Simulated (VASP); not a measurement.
Here is a VASP 6.6.1 calculation.

File INCAR:

```
PREC = Accurate ; ENCUT = 600
EDIFF = 1E-6 ; ISMEAR = 0
SIGMA = 0.01 ; LREAL = F
LASPH = T ; NELM = 100
ALGO = Normal ; ISIF = 3
LWAVE = F ; LCHARG = F
GGA = PE ; IVDW = 13
IBRION = 2 ; NSW = 80
EDIFFG = -0.005
```

The input KPOINTS:

```
Automatic mesh
0
Gamma
  8 8 8
```

The input POSCAR:

```
HfO2
1.0
    0.0000000000      2.5575000000      2.5575000000
    2.5575000000      0.0000000000      2.5575000000
    2.5575000000      2.5575000000      0.0000000000
Hf O
1 2
Direct
    0.0000000000      0.0000000000      0.0000000000
    0.2500000000      0.2500000000      0.2500000000
    0.7500000000      0.7500000000      0.7500000000
```

Potentials or basis: VASP PAW PBE potentials, release 64 (Hf_pv, O).

Run with:

```sh
$ cat potpaw_PBE.64/Hf_pv/POTCAR potpaw_PBE.64/O/POTCAR > POTCAR
$ mpirun -np 1 vasp_std > vasp.out
```

**Question.** Predict the relaxed volume.

**Answer.** 10.72 Å³/atom.

**Question.** Predict the band gap on the k mesh.

**Answer.** 3.84 eV, direct.

**Question.** Estimate the dispersion energy per atom.

**Answer.** -0.198 eV.

Step by step:
| step | energy change (eV) | largest force (eV/Å) | pressure (GPa) | volume (Å³) |
| --- | --- | --- | --- | --- |
| 1 | 0.0000 | 0.0000 | -9.40 | 33.46 |
| 2 | 0.0471 | 0.0000 | 16.52 | 30.39 |
| 3 | -0.0396 | 0.0000 | -0.08 | 32.17 |
| 4 | -0.0396 | 0.0000 | 0.06 | 32.15 |

Caveat: spin-orbit coupling is left out, which moves the levels of the heavy elements. Expect the measured gap to be larger: semilocal functionals such as PBE lack the derivative discontinuity.
